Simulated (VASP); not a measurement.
# C (P6_3/mmc) in VASP: notebook

The runs below take C through single point, with r2SCAN.

Program: VASP 6.6.1. These are calculated values, not measurements. Logs are shortened: lines on timing, memory, paths and dates and some standing lists are left out, and cuts for length are marked.

**1. The cell of the first run**

Symmetry: P6_3/mmc, No. 194, hexagonal system. Conventional cell: a = 2.456 Å, b = 2.456 Å, c = 7.120 Å, α = 90.00°, β = 90.00°, γ = 120.00°. Within 1.9 Å of C (site symmetry -6m2) lie 3 C at 1.42 Å. Within 1.9 Å of C (site symmetry -6m2) lie 3 C at 1.42 Å.

**2. Single point, r2SCAN (strain +0.0100 x Voigt [0, 0, 1, 0, 0, 0])**

POSCAR

```
C
1.0
    2.4558907252      0.0000000000      0.0000000000
   -1.2279453626      2.1268637570      0.0000000000
    0.0000000000      0.0000000000      7.1202834392
C
4
Direct
    0.0000000000      0.0000000000      0.0025000000
    0.0000000000      0.0000000000      0.5025000000
    0.3333333333      0.6666666667      0.0025000000
    0.6666666667      0.3333333333      0.5025000000
```

INCAR.step1

```
PREC = Accurate
ENCUT = 520
ISMEAR = 0
SIGMA = 0.15
LREAL = False
LASPH = True
NELM = 60
NBANDS = 16
GGA = PE
ALGO = Normal
EDIFF = 1E-4
LWAVE = True
LCHARG = False
```

INCAR.step2

```
PREC = Accurate
ENCUT = 520
EDIFF = 1E-6
ISMEAR = 0
SIGMA = 0.15
LREAL = False
LASPH = True
NELM = 60
ALGO = Normal
ISIF = 2
LWAVE = False
LCHARG = True
METAGGA = R2SCAN
LMIXTAU = True
LELF = True
LVHAR = True
NBANDS = 16
ISTART = 1
```

KPOINTS

```
Automatic mesh
0
Gamma
  24 24 8
```

Potentials or basis: VASP PAW PBE potentials, release 64 (C).

Run with:

```console
$ cat potpaw_PBE.64/C/POTCAR > POTCAR
$ cp INCAR.step1 INCAR
$ mpirun -np 1 vasp_std > vasp.out
$ cp INCAR.step2 INCAR
$ mpirun -np 1 vasp_std > vasp.out
```

OUTCAR:

```text
PREC = Accurate
   ENCUT = 520
   EDIFF = 1E-6
   ISMEAR = 0
   LREAL = False
   LASPH = True
   NELM = 60
   ISIF = 2
   METAGGA = R2SCAN
   ISTART = 1

 ion  position               nearest neighbor table
   1  0.000  0.000  0.002-   3 1.42   3 1.42   3 1.42
   2  0.000  0.000  0.502-   4 1.42   4 1.42   4 1.42
   3  0.333  0.667  0.002-   1 1.42   1 1.42   1 1.42
   4  0.667  0.333  0.502-   2 1.42   2 1.42   2 1.42

  LATTYP: Found a hexagonal cell.
 ALAT       =     2.4558907252
 C/A-ratio  =     2.8992672052

  Lattice vectors:

 A1 = (   2.4558907252,   0.0000000000,   0.0000000000)
 A2 = (  -1.2279453626,   2.1268637570,   0.0000000000)
 A3 = (   0.0000000000,   0.0000000000,   7.1202834392)

Analysis of symmetry for initial positions (statically):
=====================================================================
 Subroutine PRICEL returns:
 Original cell was already a primitive cell.

 Routine SETGRP: Setting up the symmetry group for a
 hexagonal supercell.

 Subroutine GETGRP returns: Found 24 space group operations
 (whereof  6 operations were pure point group operations)
 out of a pool of 24 trial point group operations.

The static configuration has the point symmetry C_3v.
 The point group associated with its full space group is D_6h.

Analysis of symmetry for dynamics (positions and initial velocities):
=====================================================================
 Subroutine PRICEL returns:
 Original cell was already a primitive cell.

 Routine SETGRP: Setting up the symmetry group for a
 hexagonal supercell.

 Subroutine GETGRP returns: Found 24 space group operations
 (whereof  6 operations were pure point group operations)
 out of a pool of 24 trial point group operations.

The dynamic configuration has the point symmetry C_3v.
 The point group associated with its full space group is D_6h.

 Subroutine INISYM returns: Found 24 space group operations
 (whereof  6 operations are pure point group operations),
 and found     1 'primitive' translations

----------------------------------------------------------------------------------------

                                     Primitive cell

  volume of cell :      37.1917

  direct lattice vectors                    reciprocal lattice vectors
     2.455890725  0.000000000  0.000000000     0.407184241  0.235087931  0.000000000
    -1.227945363  2.126863757  0.000000000     0.000000000  0.470175862  0.000000000
     0.000000000  0.000000000  7.120283439     0.000000000  0.000000000  0.140443847

  length of vectors
     2.455890725  2.455890725  7.120283439     0.470175862  0.470175862  0.140443847

  position of ions in fractional coordinates (direct lattice)
     0.000000000  0.000000000  0.002500000
     0.000000000  0.000000000  0.502500000
     0.333333333  0.666666667  0.002500000
     0.666666667  0.333333333  0.502500000

  ion indices of the primitive-cell ions
   primitive index   ion index
                 1           1
                 2           2
                 3           3
                 4           4

----------------------------------------------------------------------------------------

 KPOINTS: Automatic mesh

Automatic generation of k-mesh.
 Grid dimensions read from file:
 generate k-points for:   24   24    8

 Generating k-lattice:

  Cartesian coordinates                     Fractional coordinates (reciprocal lattice)
     0.016966010  0.009795330  0.000000000     0.041666667  0.000000000  0.000000000
     0.000000000  0.019590661  0.000000000     0.000000000  0.041666667  0.000000000
     0.000000000  0.000000000  0.017555481     0.000000000  0.000000000  0.125000000

  Length of vectors
     0.019590661  0.019590661  0.017555481

  Shift w.r.t. Gamma in fractional coordinates (k-lattice)
     0.000000000  0.000000000  0.000000000

 Subroutine IBZKPT returns following result:
 ===========================================

 Found    305 irreducible k-points:

 Following reciprocal coordinates:
            Coordinates               Weight
  0.000000  0.000000  0.000000      1.000000
  0.041667  0.000000  0.000000      6.000000
  0.083333  0.000000  0.000000      6.000000
  0.125000  0.000000  0.000000      6.000000
  0.166667  0.000000  0.000000      6.000000
  0.208333  0.000000  0.000000      6.000000
[... 16 lines left out ...]
  0.416667  0.041667  0.000000     12.000000
  0.458333  0.041667  0.000000     12.000000
 [... further k-points ...]
   k-points           NKPTS =    305   k-points in BZ     NKDIM =    305   number of bands    NBANDS=     16
   number of dos      NEDOS =    301   number of ions     NIONS =      4
   total plane-waves  NPLWV =  17496
   dimension x,y,z NGX =    18 NGY =   18 NGZ =   54
   dimension x,y,z NGXF=    36 NGYF=   36 NGZF=  108
   ions per type =               4
   NGX,Y,Z   is equivalent  to a cutoff of  12.18, 12.18, 12.61 a.u.
   NGXF,Y,Z  is equivalent  to a cutoff of  24.37, 24.37, 25.22 a.u.
 SYSTEM =  unknown system
   PREC   = accura    normal or accurate (medium, high low for compatibility)
   ISTART =      1    job   : 0-new  1-cont  2-samecut
   ICHARG =      0    charge: 1-file 2-atom 10-const
   ISPIN  =      1    spin polarized calculation?
   LNONCOLLINEAR =      F non collinear calculations
   LSORBIT =      F    spin-orbit coupling
   LASPH  =      T    aspherical Exc in radial PAW
   ENCUT  =  520.0 eV  38.22 Ry    6.18 a.u.   4.57  4.57 13.24*2*pi/ulx,y,z
   NELM   =     60;   NELMIN=  2; NELMDL=  0     # of ELM steps
   EDIFF  = 0.1E-05   stopping-criterion for ELM
   LREAL  =      F    real-space projection
   EDIFFG = 0.1E-04   stopping-criterion for IOM
   NSW    =      0    number of steps for IOM
   IBRION =     -1    ionic relax: 0-MD 1-quasi-New 2-CG
   NFREE  =      0    steps in history (QN), initial steepest desc. (CG)
   ISIF   =      2    stress and relaxation
   ISYM   =      2    0-nonsym 1-usesym 2-fastsym
   POTIM  = 0.5000    time-step for ionic-motion
   TEBEG  =    0.0;   TEEND  =   0.0 temperature during run
   PSTRESS=    0.0 pullay stress
   NELECT =      16.0000    total number of electrons
   NUPDOWN=      -1.0000    fix difference up-down
   EMIN   =  10.00;   EMAX   =-10.00  energy-range for DOS
   EFERMI =   0.00;   METHOD = LEGACY
   ISMEAR =     0;   SIGMA  =   0.15  broadening in eV -4-tet -1-fermi 0-gaus
   EFERMI_NEDOS =   21; number of points for ismear=-14 and -15
   IALGO  =     38    algorithm
   IMIX   =      4    mixing-type and parameters
     AMIX     =   0.40;   BMIX     =  1.00
     AMIX_MAG =   1.60;   BMIX_MAG =  1.00
  volume/ion in A,a.u.               =       9.30        62.75
  Fermi-wavevector in a.u.,A,eV,Ry     =   1.235851  2.335420 20.780559  1.527328
  Thomas-Fermi vector in A             =   2.370484
   LORBIT       =      0    0 simple, 1 ext, 2 COOP (PROOUT), +10 PAW based schemes
   METAGGA = R2SCAN    functional components
   LHFCALC =     F    Hartree Fock is set to
   AEXX    =    0.0000 exact exchange contribution
   IVDW    =     0    specifies the selected vdW correction
   LEPSILON=     F    determine dielectric tensor
   LRPA    =     F    only Hartree local field effects (RPA)
 non-spin polarized calculation
 Gauss-broadening in eV      SIGMA  =   0.15
  energy-cutoff  :      520.00
  volume of cell :       37.19
 maximum number of plane-waves:      1024
   NGX =  9   NGY =  9   NGZ = 27

 number of electron      15.9999996 magnetization

 Free energy of the ion-electron system (eV)
  ---------------------------------------------------
  ext. energy  EPLUGINS =         0.00000000
  ---------------------------------------------------
  free energy    TOTEN  =       -39.75261481 eV

  energy without entropy =      -39.75192379  energy(sigma->0) =      -39.75226930

 E-fermi :   4.1781     XC(G=0): -10.7193

 val. band max:        4.1771172546   @ k =   0.3333   0.3333   0.2500
 cond. band min:       4.1820055094   @ k =   0.3333   0.3333   0.5000
 fundamental gap:      0.0048882548
 Fermi energy:         4.1780513942

 k-point     1 :       0.0000    0.0000    0.0000
  band No.  band energies     occupation
      1     -16.7530      2.00000
      2     -16.5691      2.00000
      3      -4.6398      2.00000
      4      -3.1631      2.00000
      5       0.9654      2.00000
      6       0.9654      2.00000
[... 8 lines left out ...]
     15      16.6355      0.00000
     16      16.7801      0.00000

 k-point     2 :       0.0417    0.0000    0.0000
  band No.  band energies     occupation
      1     -16.7091      2.00000
      2     -16.5256      2.00000
      3      -4.5867      2.00000
      4      -3.1123      2.00000
      5       0.7806      2.00000
      6       0.7934      2.00000
[... 8 lines left out ...]
     15      16.4684      0.00000
     16      16.6208      0.00000

 k-point     3 :       0.0833    0.0000    0.0000
  band No.  band energies     occupation
      1     -16.5776      2.00000
      2     -16.3955      2.00000
      3      -4.4277      2.00000
      4      -2.9603      2.00000
      5       0.2560      2.00000
      6       0.2752      2.00000
[... 8 lines left out ...]
     15      15.9834      0.00000
     16      16.1593      0.00000

 k-point     4 :       0.1250    0.0000    0.0000
  band No.  band energies     occupation
      1     -16.3588      2.00000
      2     -16.1792      2.00000
      3      -4.1637      2.00000
      4      -2.7083      2.00000
      5      -0.5375      2.00000
      6      -0.5097      2.00000
[... 8 lines left out ...]
     15      15.2228      0.00000
     16      15.4474      0.00000

 k-point     5 :       0.1667    0.0000    0.0000
  band No.  band energies     occupation
      1     -16.0532      2.00000
      2     -15.8769      2.00000
      3      -3.7960      2.00000
      4      -2.3584      2.00000
      5      -1.5191      2.00000
      6      -1.4814      2.00000
[... 8 lines left out ...]
     15      15.6233      0.00000
     16      15.6532      0.00000

 k-point     6 :       0.2083    0.0000    0.0000
  band No.  band energies     occupation
      1     -15.6619      2.00000
      2     -15.4898      2.00000
      3      -3.3273      2.00000
      4      -2.6182      2.00000
      5      -2.5701      2.00000
      6      -1.9142      2.00000
[... 8 lines left out ...]
     15      16.9243      0.00000
     16      16.9532      0.00000
[... 267 lines left out ...]
 k-point    21 :       0.3333    0.0417    0.0000
  band No.  band energies     occupation
      1     -13.6119      2.00000
      2     -13.4618      2.00000
      3      -6.7079      2.00000
      4      -6.6237      2.00000
      5      -2.2823      2.00000
      6      -2.2501      2.00000
[... 8 lines left out ...]
     15      19.4564      0.00000
     16      21.5539      0.00000

 k-point    22 :       0.3750    0.0417    0.0000
  band No.  band energies     occupation
      1     -12.8665      2.00000
      2     -12.7249      2.00000
      3      -7.8287      2.00000
      4      -7.7353      2.00000
      5      -2.5368      2.00000
      6      -2.5040      2.00000
[... 8 lines left out ...]
     15      18.6002      0.00000
     16      20.6717      0.00000

 k-point    23 :       0.4167    0.0417    0.0000
  band No.  band energies     occupation
      1     -12.0696      2.00000
      2     -11.9401      2.00000
      3      -8.8778      2.00000
      4      -8.7790      2.00000
      5      -2.7094      2.00000
      6      -2.6761      2.00000
[... 8 lines left out ...]
     15      17.9602      0.00000
     16      20.0463      0.00000

 k-point    24 :       0.4583    0.0417    0.0000
  band No.  band energies     occupation
      1     -11.3166      2.00000
      2     -11.2193      2.00000
      3      -9.7351      2.00000
      4      -9.6543      2.00000
      5      -2.7966      2.00000
      6      -2.7630      2.00000
[... 8 lines left out ...]
     15      18.4456      0.00000
     16      19.5504      0.00000

 [... further k-points ...]

------------------------ aborting loop because EDIFF is reached ----------------------------------------

  FORCE on cell =-STRESS in cart. coord.  units (eV):
  Direction    XX          YY          ZZ          XY          YZ          ZX
  --------------------------------------------------------------------------------------
  -------------------------------------------------------------------------------------
  Total        0.2360769      0.2360769     -0.0663781      0.0000000      0.0000000      0.0000000
  in kB       10.1699321     10.1699321     -2.8594965      0.0000000      0.0000000      0.0000000
  external PRESSURE =       5.8267892 kB  Pullay stress =       0.0000000 kB

 VOLUME and BASIS-vectors are now :
 -----------------------------------------------------------------------------
  energy-cutoff  :      520.00
  volume of cell :       37.19
      direct lattice vectors                 reciprocal lattice vectors
     2.455890725  0.000000000  0.000000000     0.407184241  0.235087931  0.000000000
    -1.227945363  2.126863757  0.000000000     0.000000000  0.470175862  0.000000000
     0.000000000  0.000000000  7.120283439     0.000000000  0.000000000  0.140443847

 POSITION                                       TOTAL-FORCE (eV/Angst)
 -----------------------------------------------------------------------------------
      0.00000      0.00000      0.01780         0.000000     -0.000000      0.000000
      0.00000      0.00000      3.57794         0.000000      0.000000      0.000000
     -0.00000      1.41791      0.01780        -0.000000      0.000000     -0.000000
      1.22795      0.70895      3.57794         0.000000     -0.000000      0.000000
 -----------------------------------------------------------------------------------
    total drift:                               -0.000000     -0.000000      0.000011

  FREE ENERGIE OF THE ION-ELECTRON SYSTEM (eV)
  ---------------------------------------------------
  free  energy   TOTEN  =       -39.7526148142 eV

  energy  without entropy=      -39.7519237927  energy(sigma->0) =      -39.75226930
```

It took 5.2 min on 1 thread of Intel Xeon Platinum 8488C (Sapphire Rapids), shared host; peak memory 0.24 GiB.

What came out:

```
Free energy            : -39.7526 eV
Pressure               : 0.6 GPa
Band gap on the k mesh : zero (bands 8 and 9 overlap by 0.01 eV)
```

Caveat: the cell differs from its parent crystal (strain +0.0100 x Voigt [0, 0, 1, 0, 0, 0]); the PAW data sets were made with another functional, which shifts forces and pressure a little.

(Continued in part 2 of 2.)
